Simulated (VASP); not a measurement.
# MgAg2F6 (Fm-3m) in VASP: relaxation of cell and atoms with PBE

Aim: the relaxation of cell and atoms of MgAg2F6 with PBE.

Everything below comes from runs of VASP 6.6.1. Logs are shortened: lines on timing, memory, paths and dates and some standing lists are left out, and cuts for length are marked.

## 1. The cell of the first run

The structure is cubic, space group Fm-3m (No. 225). The conventional cell has a = 8.067 Å, b = 8.067 Å, c = 8.067 Å, α = 90.00°, β = 90.00°, γ = 90.00°. Within 2.4 Å of Mg (site symmetry m-3m) lie 6 F at 1.81 Å. Ag (site symmetry -43m) has 12 F at 2.86 Å and 4 Mg at 3.49 Å within 3.8 Å. Within 2.4 Å of F (site symmetry 4mm) lie 1 Mg at 1.81 Å.

The cell was generated, and may not be a known phase.

## 2. Relaxation of cell and atoms, PBE, collinear spin

The input, INCAR:

```
PREC = Accurate ; ENCUT = 600
EDIFF = 1E-7 ; ISMEAR = 0
SIGMA = 0.1 ; LREAL = False
LASPH = True ; NELM = 200
ALGO = Normal ; ISIF = 3
LWAVE = False ; LCHARG = False
ISPIN = 2 ; MAGMOM = 0 1 1 0 0 0 0 0 0
LORBIT = 11 ; LMAXMIX = 4
GGA = PE ; IBRION = 2
NSW = 90 ; EDIFFG = -0.04
GGA_COMPAT = False ; NELMIN = 4
```

The input, KPOINTS:

```
regular mesh
0
Gamma
  4 4 4
```

The input, POSCAR:

```
MgAg2F6
1.0
    0.0000000000      4.0336011100      4.0336011100
    4.0336011100      0.0000000000      4.0336011100
    4.0336011100      4.0336011100      0.0000000000
Mg Ag F
1 2 6
Direct
    0.0000000000      0.0000000000      0.0000000000
    0.2500000000      0.2500000000      0.2500000000
    0.7500000000      0.7500000000      0.7500000000
    0.7751490000      0.2248510000      0.2248510000
    0.2248510000      0.7751490000      0.7751490000
    0.2248510000      0.7751490000      0.2248510000
    0.7751490000      0.2248510000      0.7751490000
    0.2248510000      0.2248510000      0.7751490000
    0.7751490000      0.7751490000      0.2248510000
```

Potentials or basis: VASP PAW PBE potentials, release 64 (Mg, Ag, F).

Command:

```sh
cat potpaw_PBE.64/Mg/POTCAR potpaw_PBE.64/Ag/POTCAR potpaw_PBE.64/F/POTCAR > POTCAR
mpirun -np 1 vasp_std > vasp.out
```

OUTCAR:

```text
PREC = Accurate
   ENCUT = 600
   EDIFF = 1E-7
   ISMEAR = 0
   LREAL = False
   LASPH = True
   NELM = 200
   ISIF = 3
   ISPIN = 2
   LORBIT = 11
   GGA = PE
   IBRION = 2
   NSW = 90
   EDIFFG = -0.04
   NELMIN = 4

 ion  position               nearest neighbor table
   1  0.000  0.000  0.000-   4 1.81   5 1.81   6 1.81   7 1.81   8 1.81   9 1.81   2 3.49   3 3.49
                             3 3.49   3 3.49   3 3.49   2 3.49   2 3.49   2 3.49
   2  0.250  0.250  0.250-   1 3.49   1 3.49   1 3.49   1 3.49
   3  0.750  0.750  0.750-   1 3.49   1 3.49   1 3.49   1 3.49
   4  0.775  0.225  0.225-   1 1.81
   5  0.225  0.775  0.775-   1 1.81
   6  0.225  0.775  0.225-   1 1.81
   7  0.775  0.225  0.775-   1 1.81
   8  0.225  0.225  0.775-   1 1.81
   9  0.775  0.775  0.225-   1 1.81

  LATTYP: Found a face centered cubic cell.
 ALAT       =     8.0672022200

  Lattice vectors:

 A1 = (   0.0000000000,   4.0336011100,   4.0336011100)
 A2 = (   4.0336011100,   0.0000000000,   4.0336011100)
 A3 = (   4.0336011100,   4.0336011100,   0.0000000000)

Analysis of symmetry for initial positions (statically):
=====================================================================
 Subroutine PRICEL returns:
 Original cell was already a primitive cell.

 Routine SETGRP: Setting up the symmetry group for a
 face centered cubic supercell.

 Subroutine GETGRP returns: Found 48 space group operations
 (whereof 48 operations were pure point group operations)
 out of a pool of 48 trial point group operations.

The static configuration has the point symmetry O_h .

Analysis of symmetry for dynamics (positions and initial velocities):
=====================================================================
 Subroutine PRICEL returns:
 Original cell was already a primitive cell.

 Routine SETGRP: Setting up the symmetry group for a
 face centered cubic supercell.

 Subroutine GETGRP returns: Found 48 space group operations
 (whereof 48 operations were pure point group operations)
 out of a pool of 48 trial point group operations.

The dynamic configuration has the point symmetry O_h .

Analysis of structural, dynamic, and magnetic symmetry:
=====================================================================
 Subroutine PRICEL returns:
 Original cell was already a primitive cell.

 Routine SETGRP: Setting up the symmetry group for a
 face centered cubic supercell.

 Subroutine GETGRP returns: Found 48 space group operations
 (whereof 48 operations were pure point group operations)
 out of a pool of 48 trial point group operations.

The overall configuration has the point symmetry O_h .

 Subroutine INISYM returns: Found 48 space group operations
 (whereof 48 operations are pure point group operations),
 and found     1 'primitive' translations

----------------------------------------------------------------------------------------

                                     Primitive cell

  volume of cell :     131.2529

  direct lattice vectors                    reciprocal lattice vectors
     0.000000000  4.033601110  4.033601110    -0.123958712  0.123958712  0.123958712
     4.033601110  0.000000000  4.033601110     0.123958712 -0.123958712  0.123958712
     4.033601110  4.033601110  0.000000000     0.123958712  0.123958712 -0.123958712

  length of vectors
     5.704373395  5.704373395  5.704373395     0.214702788  0.214702788  0.214702788

  position of ions in fractional coordinates (direct lattice)
     0.000000000  0.000000000  0.000000000
     0.250000000  0.250000000  0.250000000
     0.750000000  0.750000000  0.750000000
     0.775149000  0.224851000  0.224851000
     0.224851000  0.775149000  0.775149000
     0.224851000  0.775149000  0.224851000
     0.775149000  0.224851000  0.775149000
     0.224851000  0.224851000  0.775149000
     0.775149000  0.775149000  0.224851000

  ion indices of the primitive-cell ions
   primitive index   ion index
                 1           1
                 2           2
                 3           3
                 4           4
                 5           5
[... 35 lines left out ...]
  0.500000  0.000000  0.000000      4.000000
  0.250000  0.250000  0.000000      6.000000
  0.500000  0.250000  0.000000     24.000000
 -0.250000  0.250000  0.000000     12.000000
  0.500000  0.500000  0.000000      3.000000
 -0.250000  0.500000  0.250000      6.000000
   k-points           NKPTS =      8   k-points in BZ     NKDIM =      8   number of bands    NBANDS=     40
   number of dos      NEDOS =    301   number of ions     NIONS =      9
   total plane-waves  NPLWV = 110592
   dimension x,y,z NGX =    48 NGY =   48 NGZ =   48
   dimension x,y,z NGXF=    96 NGYF=   96 NGZF=   96
   ions per type =               1   2   6
   NGX,Y,Z   is equivalent  to a cutoff of  13.99, 13.99, 13.99 a.u.
   NGXF,Y,Z  is equivalent  to a cutoff of  27.98, 27.98, 27.98 a.u.
 SYSTEM =  unknown system
   PREC   = accura    normal or accurate (medium, high low for compatibility)
   ISTART =      0    job   : 0-new  1-cont  2-samecut
   ICHARG =      2    charge: 1-file 2-atom 10-const
   ISPIN  =      2    spin polarized calculation?
   LNONCOLLINEAR =      F non collinear calculations
   LSORBIT =      F    spin-orbit coupling
   LASPH  =      T    aspherical Exc in radial PAW
   ENCUT  =  600.0 eV  44.10 Ry    6.64 a.u.  11.39 11.39 11.39*2*pi/ulx,y,z
   NELM   =    200;   NELMIN=  4; NELMDL= -5     # of ELM steps
   EDIFF  = 0.1E-06   stopping-criterion for ELM
   LREAL  =      F    real-space projection
   EDIFFG = -.4E-01   stopping-criterion for IOM
   NSW    =     90    number of steps for IOM
   IBRION =      2    ionic relax: 0-MD 1-quasi-New 2-CG
   NFREE  =      1    steps in history (QN), initial steepest desc. (CG)
   ISIF   =      3    stress and relaxation
   ISYM   =      2    0-nonsym 1-usesym 2-fastsym
   POTIM  = 0.5000    time-step for ionic-motion
   TEBEG  =    0.0;   TEEND  =   0.0 temperature during run
   PSTRESS=    0.0 pullay stress
   NELECT =      66.0000    total number of electrons
   NUPDOWN=      -1.0000    fix difference up-down
   EMIN   =  10.00;   EMAX   =-10.00  energy-range for DOS
   EFERMI =   0.00;   METHOD = LEGACY
   ISMEAR =     0;   SIGMA  =   0.10  broadening in eV -4-tet -1-fermi 0-gaus
   EFERMI_NEDOS =   21; number of points for ismear=-14 and -15
   IALGO  =     38    algorithm
   IMIX   =      4    mixing-type and parameters
     AMIX     =   0.40;   BMIX     =  1.00
     AMIX_MAG =   1.60;   BMIX_MAG =  1.00
  volume/ion in A,a.u.               =      14.58        98.42
  Fermi-wavevector in a.u.,A,eV,Ry     =   1.301827  2.460096 23.058513  1.694753
  Thomas-Fermi vector in A             =   2.432935
   LORBIT       =     11    0 simple, 1 ext, 2 COOP (PROOUT), +10 PAW based schemes
   GGA     = PE    functional components
   LHFCALC =     F    Hartree Fock is set to
   AEXX    =    0.0000 exact exchange contribution
   IVDW    =     0    specifies the selected vdW correction
   LEPSILON=     F    determine dielectric tensor
   LRPA    =     F    only Hartree local field effects (RPA)
 conjugate gradient relaxation of ions
 spin polarized calculation
 Gauss-broadening in eV      SIGMA  =   0.10
  energy-cutoff  :      600.00
  volume of cell :      131.25
 maximum number of plane-waves:      4398
 NGX is ok and might be reduce to    48
   NGX = 23   NGY = 23   NGZ = 23

--------------------------------------- Ionic step        1  -------------------------------------------

 number of electron      66.0000036 magnetization       2.0003282

 Free energy of the ion-electron system (eV)
  ---------------------------------------------------
  ext. energy  EPLUGINS =         0.00000000
  ---------------------------------------------------
  free energy    TOTEN  =       -30.15367270 eV

  energy without entropy =      -30.08361492  energy(sigma->0) =      -30.11864381

------------------------ aborting loop because EDIFF is reached ----------------------------------------

  FORCE on cell =-STRESS in cart. coord.  units (eV):
  Direction    XX          YY          ZZ          XY          YZ          ZX
  --------------------------------------------------------------------------------------
  -------------------------------------------------------------------------------------
  Total        2.6188016      2.6188016      2.6188016     -0.0000000     -0.0000000     -0.0000000
  in kB       31.9671806     31.9671806     31.9671806     -0.0000000     -0.0000000     -0.0000000
  external PRESSURE =      31.9671806 kB  Pullay stress =       0.0000000 kB
[... 116 lines left out ...]
--------------------------------------- Ionic step        4  -------------------------------------------

 number of electron      65.9999999 magnetization       1.9999967

 E-fermi :  -1.0935     XC(G=0):  -9.5894

 val. band max:       -1.0958400406   @ k =   0.5000   0.2500   0.0000
 cond. band min:      -1.0795689180   @ k =   0.2500   0.2500   0.0000
 fundamental gap:      0.0162711226
 Fermi energy:        -1.0934506248

 spin component 1

 k-point     1 :       0.0000    0.0000    0.0000
  band No.  band energies     occupation
      1     -21.6041      1.00000
      2     -21.1131      1.00000
      3     -21.1131      1.00000
      4     -21.1131      1.00000
      5     -20.9374      1.00000
      6     -20.9374      1.00000
[... 808 lines left out ...]
--------------------------------------- Ionic step        7  -------------------------------------------

 number of electron      65.9999993 magnetization       1.9999334

 Free energy of the ion-electron system (eV)
  ---------------------------------------------------
  ext. energy  EPLUGINS =         0.00000000
  ---------------------------------------------------
  free energy    TOTEN  =       -31.47540444 eV

  energy without entropy =      -31.42288279  energy(sigma->0) =      -31.44914362

 E-fermi :   0.2672     XC(G=0): -10.4478

 val. band max:        0.2655554725   @ k =   0.5000   0.2500   0.0000
 cond. band min:       0.2740462869   @ k =  -0.2500   0.2500   0.0000
 fundamental gap:      0.0084908144
 Fermi energy:         0.2671926886

 spin component 1

 k-point     1 :       0.0000    0.0000    0.0000
  band No.  band energies     occupation
      1     -20.7077      1.00000
      2     -20.0325      1.00000
      3     -20.0325      1.00000
      4     -20.0325      1.00000
      5     -19.7863      1.00000
      6     -19.7863      1.00000
[... 716 lines left out ...]
  FREE ENERGIE OF THE ION-ELECTRON SYSTEM (eV)
  ---------------------------------------------------
  free  energy   TOTEN  =       -31.4754044444 eV

  energy  without entropy=      -31.4228827863  energy(sigma->0) =      -31.44914362

 reached required accuracy - stopping structural energy minimisation

 total charge

# of ion       s       p       d       tot
------------------------------------------
    1        0.157   0.212   0.111   0.481
    2        0.126   0.093   9.143   9.362
    3        0.126   0.093   9.143   9.362
    4        1.741   4.288   0.000   6.029
    5        1.741   4.288   0.000   6.029
    6        1.741   4.288   0.000   6.029
    7        1.741   4.288   0.000   6.029
    8        1.741   4.288   0.000   6.029
    9        1.741   4.288   0.000   6.029
--------------------------------------------------
tot         10.856  26.128  18.397  55.380

 magnetization (x)

# of ion       s       p       d       tot
------------------------------------------
    1       -0.002  -0.002  -0.001  -0.005
    2       -0.006  -0.003   0.389   0.380
    3       -0.006  -0.003   0.389   0.380
    4        0.001   0.194   0.000   0.195
    5        0.001   0.194   0.000   0.195
    6        0.001   0.194   0.000   0.195
    7        0.001   0.194   0.000   0.195
    8        0.001   0.194   0.000   0.195
    9        0.001   0.194   0.000   0.195
--------------------------------------------------
tot         -0.008   1.158   0.776   1.926
```

Run time: 8 min. Hardware: 1 thread of Intel Xeon 6975P-C (Granite Rapids), shared host; peak memory 0.47 GiB.

Results:

* Free energy: -31.4754 eV
* Relaxed volume: 12.29 Å³/atom
* Relaxed cell: a = 5.388 Å, b = 5.388 Å, c = 5.388 Å, α = 60.00°, β = 60.00°, γ = 60.00°
* Space group after relaxing (to 0.1 Å): Fm-3m (No. 225)
* Energy gained by relaxing: 146.9 meV/atom
* Ionic steps: 7
* Pressure after relaxing: 0.1 GPa
* Largest force after relaxing: 0.037 eV/Å
* Band gap on the k mesh: zero (filled and empty bands overlap)
* Net moment: 2.00 μB per cell
* Site moments: Mg -0.01; Ag +0.38; F +0.20 μB
* Valence electrons inside the program's atomic spheres: Mg 0.48; Ag 9.36; F 6.03

Forces in eV/Å, atoms in the order of the input:
```
Mg   0.000  0.000  0.000
Ag   0.000  0.000  0.000
Ag   0.000  0.000  0.000
F    0.037  0.000  0.000
F   -0.037  0.000  0.000
F    0.000  0.037  0.000
F    0.000 -0.037  0.000
F    0.000  0.000  0.037
F    0.000  0.000 -0.037
```

The path:
```csv
step,energy change (eV),largest force (eV/Å),pressure (GPa),volume (Å³)
1,0.0000,2.2347,3.20,131.25
2,-0.6784,0.1975,-5.07,136.86
3,-0.6796,0.2665,-4.80,136.60
4,-0.9494,0.2394,-4.29,128.90
5,-1.3053,0.0494,1.59,107.54
6,-1.3177,0.0702,-0.49,112.12
7,-1.3217,0.0366,0.11,110.63
```

Final structure:
```yaml
crystal:
  lattice:
    - [0.00000, 3.81021, 3.81021]
    - [3.81021, 0.00000, 3.81021]
    - [3.81021, 3.81021, 0.00000]
  atoms:
    - { symbol: Mg, position: [0.00000, 0.00000, 0.00000] }
    - { symbol: Ag, position: [0.25000, 0.25000, 0.25000] }
    - { symbol: Ag, position: [0.75000, 0.75000, 0.75000] }
    - { symbol: F, position: [0.74816, 0.25184, 0.25184] }
    - { symbol: F, position: [0.25184, 0.74816, 0.74816] }
    - { symbol: F, position: [0.25184, 0.74816, 0.25184] }
    - { symbol: F, position: [0.74816, 0.25184, 0.74816] }
    - { symbol: F, position: [0.25184, 0.25184, 0.74816] }
    - { symbol: F, position: [0.74816, 0.74816, 0.25184] }
```

Levels at points of the mesh, in eV from the Fermi level:
Spin up:
```
           k point  band 32  band 33  band 34  band 35  band 36  band 37
(0.00, 0.00, 0.00)    -0.67    -0.67    -0.67     2.83     5.61    11.47
(0.50, 0.00, 0.00)    -0.30    -0.30    -0.30     5.46     5.50    10.45
(0.50, 0.50, 0.00)    -0.31    -0.25    -0.25     5.79     6.62     8.11
```
Spin down:
| k point | band 28 | band 29 | band 30 | band 31 | band 32 | band 33 | band 34 | band 35 | band 36 | band 37 |
| --- | --- | --- | --- | --- | --- | --- | --- | --- | --- | --- |
| (0.00, 0.00, 0.00) | -0.57 | -0.38 | -0.38 | -0.38 | -0.23 | -0.23 | -0.23 | 2.90 | 5.68 | 11.63 |
| (0.50, 0.00, 0.00) | -0.60 | -0.60 | -0.58 | 0.11 | 0.11 | 0.11 | 0.11 | 5.63 | 5.67 | 10.51 |
| (0.50, 0.50, 0.00) | -0.58 | 0.03 | 0.10 | 0.10 | 0.11 | 0.16 | 0.16 | 5.99 | 6.81 | 8.15 |

Caveat: the volume moved by over 15 % at a fixed basis, so the end points are rough.
